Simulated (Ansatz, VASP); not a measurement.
## HfN: VASP beside Ansatz

```
CELL_PARAMETERS angstrom
0.00000 2.16864 2.16864
2.16864 0.00000 2.16864
2.16864 2.16864 0.00000
ATOMIC_POSITIONS crystal
Hf 0.00000 0.00000 0.00000
N 0.50000 0.50000 0.50000
```

Change from the starting cell: strain -0.040 along x and y, -0.040 along z, atoms carried along.

Alike in both runs: task single point; functional PBEsol; k mesh 18 × 18 × 18; occupations gaussian, width 0.15 eV; no spin polarisation.

|  | VASP | Ansatz |
| --- | --- | --- |
| version | VASP 6.6.1 | Ansatz 0.2.0 |
| potentials or method | VASP PAW PBE potentials, release 64 (Hf_pv, N), cutoff 520 eV | scalar-relativistic, plane waves, PAW |
| valence electrons in the cell | 15 | 31 |

```csv
,VASP,Ansatz,Ansatz less VASP
gap on the k mesh at the Fermi level (eV),none,none,-
pressure (GPa),38.0,40.2,+2.14
```

VASP's potentials were made for PBE, not for PBEsol. A gap of «none» marks a metal or a gap that the smearing closes. Both programs put the cell under a high pressure, so it lies far from rest at this level. With one functional, cell and mesh, what is left measures potentials, basis and numerics. VASP's potentials hold 15 valence electrons a cell and Ansatz's 31, so a difference there can come from the potentials and not from the codes.

Neither program's run includes spin-orbit coupling.
